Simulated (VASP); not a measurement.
Set up this calculation in VASP 6.6.1, as the native input.

```yaml
Task: relaxation of cell and atoms
Functional: PBE
Potentials_or_basis: VASP PAW PBE potentials, release 64 (Ga_d, P)
Cutoff: 600 eV
k_mesh: 6 × 6 × 6
Occupations: gaussian, width 0.02 eV
Spin: no spin polarisation
Dipole_correction: no
Further_INCAR_settings: ALGO = Normal; EDIFF = 1e-06; IBRION = 2; EDIFFG = -0.01; NSW = 80; ISIF = 3
```

The structure of GaP lies in POSCAR:

```
GaP
1.0
    1.9430151755      1.1218003346      6.4308101003
   -1.9430151755      1.1218003346      6.4308101003
    0.0000000000     -2.2436006692      6.4308101003
Ga P
2 2
Direct
    0.4353720000      0.4353720000      0.4353720000
    0.5646280000      0.5646280000      0.5646280000
    0.0573890000      0.0573890000      0.0573890000
    0.9426110000      0.9426110000      0.9426110000
```

The input as run:

INCAR

```
ALGO     = Normal         # electronic algorithm
EDIFF    = 1E-6           # SCF threshold, eV
EDIFFG   = -0.01          # ionic threshold
ENCUT    = 600            # plane-wave cutoff, eV
GGA      = PE             # functional
IBRION   = 2              # ionic algorithm
ISIF     = 3              # what is computed and relaxed
ISMEAR   = 0              # smearing method
LASPH    = True           # aspherical terms in the spheres
LCHARG   = False          # write CHGCAR
LREAL    = False          # projectors in reciprocal space
LWAVE    = False          # write WAVECAR
NELM     = 100            # most SCF steps
NSW      = 80             # ionic steps
PREC     = Accurate       # precision mode
SIGMA    = 0.02           # smearing width, eV
```

KPOINTS

```
k-points
0
Gamma
  6 6 6
```

Potentials or basis: VASP PAW PBE potentials, release 64 (Ga_d, P).

Command:

```bash
$ cat potpaw_PBE.64/Ga_d/POTCAR potpaw_PBE.64/P/POTCAR > POTCAR
$ mpirun -np 1 vasp_std > vasp.out
```

It gave:

```yaml
Energy_gained_by_relaxing: 0.0 meV/atom
Ionic_steps: 3
Pressure_after_relaxing: 0.0 GPa
Largest_force_after_relaxing: 0.004 eV/Å
Band_gap_on_the_k_mesh: 0.82 eV (least direct gap 1.14 eV)
```

It took 5.6 min on 1 thread of Intel(R) Xeon(R) Platinum 8259CL CPU @ 2.50GHz (Skylake/Cascade Lake), on a shared host, peak memory 0.41 GiB.
